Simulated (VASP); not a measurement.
Wanted: the native input for a VASP 6.6.1 run.

| Property | Result |
| --- | --- |
| Task | single point |
| Functional | PBE |
| Potentials or basis | VASP PAW PBE potentials, release 64 (Ti_sv) |
| Cutoff | 520 eV |
| k mesh | 18 × 18 × 18 |
| Occupations | gaussian, width 0.15 eV |
| Spin | no spin polarisation |
| Dipole correction | no |
| Further INCAR settings | ALGO = Fast; EDIFF = 1e-06; NBANDS = 12 |

The structure of Ti lies in POSCAR:

```
Ti
1.0
    0.0000000000      2.1997685429      2.0558584513
    2.1518670410      0.0000000000      2.0558584513
    2.1518670410      2.1997685429      0.0000000000
Ti
1
Direct
    0.0000000000      0.0000000000      0.0000000000
```

This cell differs from its parent crystal: normal strain along x +0.0467, normal strain along y +0.0700.

These files were run (other wordings do the same):

INCAR

```
SYSTEM = Ti
ALGO     = Fast           ! electronic algorithm
EDIFF    = 1E-6           ! SCF threshold, eV
ENCUT    = 520            ! plane-wave cutoff, eV
GGA      = PE             ! functional
ISIF     = 2              ! what is computed and relaxed
ISMEAR   = 0              ! smearing method
LASPH    = .True.         ! aspherical terms in the spheres
LCHARG   = .False.        ! write CHGCAR
LREAL    = .False.        ! projectors in reciprocal space
LWAVE    = .False.        ! write WAVECAR
NBANDS   = 12             ! bands
NELM     = 100            ! most SCF steps
PREC     = Accurate       ! precision mode
SIGMA    = 0.15           ! smearing width, eV
```

KPOINTS

```
k-points
0
Gamma
  18 18 18
  0 0 0
```

Potentials or basis: VASP PAW PBE potentials, release 64 (Ti_sv).

Launch:

```console
$ cat potpaw_PBE.64/Ti_sv/POTCAR > POTCAR
$ mpirun -np 1 vasp_std > vasp.out
```

Results of the run:

The pressure is -9.9 GPa and the band gap on the k mesh is zero (band 6 reaches 7.75 eV, above the bottom of band 7 at 6.59 eV).

Caveat: the cell differs from its parent crystal (normal strain along x +0.0467, normal strain along y +0.0700).

It took 2.8 min on 1 thread of Intel Xeon 6975P-C, with other jobs on the host, peak memory 0.3 GiB.
